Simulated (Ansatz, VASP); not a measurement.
Zn: VASP beside Ansatz

Contents of INCAR:

```
SYSTEM = Zn
ALGO     = Fast           ! electronic algorithm
EDIFF    = 1E-6           ! SCF threshold, eV
ENCUT    = 520            ! plane-wave cutoff, eV
GGA      = CA             ! functional
ISIF     = 2              ! what is computed and relaxed
ISMEAR   = 0              ! smearing method
LASPH    = .True.         ! aspherical terms in the spheres
LCHARG   = .False.        ! write CHGCAR
LREAL    = .False.        ! projectors in reciprocal space
LWAVE    = .False.        ! write WAVECAR
NBANDS   = 12             ! bands
NELM     = 100            ! most SCF steps
PREC     = Accurate       ! precision mode
SIGMA    = 0.15           ! smearing width, eV
```

KPOINTS

```
k-points
0
Gamma
  22 22 22
  0 0 0
```

Contents of POSCAR:

```
Zn
1.0
   -1.2945315423      1.4988185454      1.4988185454
    1.4988185454     -1.2945315423      1.4988185454
    1.4988185454      1.4988185454     -1.2945315423
Zn
1
Direct
    0.0000000000      0.0000000000      0.0000000000
```

Input for Ansatz:

```yaml
crystal:
  lattice:
    - [-1.2945315423, 1.4988185454, 1.4988185454]
    - [1.4988185454, -1.2945315423, 1.4988185454]
    - [1.4988185454, 1.4988185454, -1.2945315423]
  atoms:
    - { symbol: Zn, position: [0.0, 0.0, 0.0] }
basis:
  ecutwfc: 520.0
kpoints:
  mp_grid: { grid: [22, 22, 22] }
hamiltonian:
  xc: lda
  pseudopotentials: { kind: paw }
scf:
  occupations: { method: gaussian, width: 0.15 }
output:
  forces: true
  stress: true
  eigenvalues: true
```

Alike in both runs: task single point; functional LDA; k mesh 22 × 22 × 22; occupations gaussian, width 0.15 eV; no spin polarisation.

|  | VASP | Ansatz |
| --- | --- | --- |
| version | VASP 6.6.1 | Ansatz 0.2.0 |
| potentials or method | VASP PAW LDA potentials, release 64 (Zn), cutoff 520 eV | scalar-relativistic, plane waves, PAW |
| valence electrons in the cell | 12 | 12 |

```csv
,VASP,Ansatz,Ansatz less VASP
gap on the k mesh at the Fermi level (eV),none,none,-
pressure (GPa),7.8,7.0,-0.82
"traceless stress, the component that is largest in VASP (GPa)",-3.57,-3.41,+0.163
```

LDA's correlation is that of Perdew and Zunger in VASP and of Perdew and Wang (1992) in Ansatz. A gap of «none» marks a metal or a gap that the smearing closes.
